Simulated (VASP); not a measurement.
Runs of VASP 6.6.1 on Sr. The structure is that of space group P6_3/mmc (No. 194), or close to it. The cells are those of the table. 

```tsv
task	cell	gap on the mesh (eV)	pressure (GPa)	largest force (eV/Å)
electric field gradients	a = 4.367, b = 4.367, c = 7.143 Å, angles 90.0, 90.0, 120.0°, 2 atoms	none	-0.7	-
electric field gradients	a = 4.310, b = 4.310, c = 7.050 Å, angles 90.0, 90.0, 120.0°, 2 atoms	none	-0.3	0.10
single point	a = 4.310, b = 4.310, c = 7.050 Å, angles 90.0, 90.0, 120.0°, 2 atoms	none	-0.3	0.10
single point	a = 4.252, b = 4.252, c = 6.955 Å, angles 90.0, 90.0, 120.0°, 2 atoms	none	(a)	-
```

Alike in all rows: level PBE; potentials or basis VASP PAW PBE potentials, release 64 (Sr_sv); no spin polarisation; k mesh 10 × 10 × 5; cutoff (eV) 520; smearing fermi-dirac 0.08 eV.

Fill in the values left out.

(a) 0.2.

A k mesh can miss the band edges, and the runs leave out spin-orbit coupling on Sr.

A gap of «none» marks levels without a gap at the run's occupations.
